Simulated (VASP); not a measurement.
HfN: single point with LDA

HfN:

```
Hf N
1.0
     3.13391    0.00000    0.00000
    -1.56695    2.71404    0.00000
     0.00000    0.00000    5.41677
Hf N
2 2
Direct
  0.66667 0.33333 0.75000
  0.33333 0.66667 0.25000
  0.00000 0.00000 0.00000
  0.00000 0.00000 0.50000
```

```yaml
Program: VASP 6.6.1
Task: single point
Functional: LDA
Potentials_or_basis: VASP PAW LDA potentials, release 64 (Hf_pv, N)
Cutoff: 520 eV
k_mesh: 9 × 9 × 5
Occupations: methfessel-paxton, width 0.05 eV
Spin: no spin polarisation
Dipole_correction: no
Further_INCAR_settings: ALGO = Normal; EDIFF = 1e-06; NBANDS = 23
```

```
Pressure               : -10.1 GPa
Band gap on the k mesh : zero (band 15 reaches 9.18 eV, above the bottom of band 16 at 7.51 eV)
```

Stress tensor (GPa, compression positive):
```
 -9.93   0.00   0.00
  0.00  -9.93   0.00
  0.00   0.00 -10.43
```

Levels at points of the mesh, in eV from the Fermi level:
```tsv
k point	band 11	band 12	band 13	band 14	band 15	band 16	band 17	band 18	band 19	band 20
(0.00, 0.00, 0.00)	-4.85	-3.70	-3.70	-1.82	-0.79	0.54	0.54	1.06	1.65	1.65
```

Run time: 13 s on 1 thread of Intel(R) Xeon(R) 6975P-C (Granite Rapids), on a shared host, peak memory 0.16 GiB.

Caveat: spin-orbit coupling is left out, which moves the levels of the heavy elements.
